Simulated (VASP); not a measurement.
Crystal: Cu.

```xyz
1
Lattice="0.0000 1.8195 1.8195 1.8195 0.0000 1.8195 1.8195 1.8195 0.0000" Properties=species:S:1:pos:R:3 pbc="T T T"
Cu    0.0000    0.0000    0.0000
```

Base run:

| Item | Value |
| --- | --- |
| Program | VASP 6.6.1 |
| Functional | RPBE |
| Dispersion | D3(BJ) |
| Potentials or basis | VASP PAW PBE potentials, release 64 (Cu) |
| Cutoff | 600 eV |
| k mesh | 13 × 13 × 13 |
| Occupations | fermi-dirac, width 0.05 eV |
| Spin | no spin polarisation |

Its results: pressure -33.7 GPa.

**Question.** The run is repeated on the same cell with these changes: functional from RPBE to PBEsol. What comes out?

**Answer.** Pressure -15.3 GPa.

Caveats: the PAW data sets were made with another functional, which shifts forces and pressure a little; pairwise dispersion overbinds metals, which lowers pressure and volume.
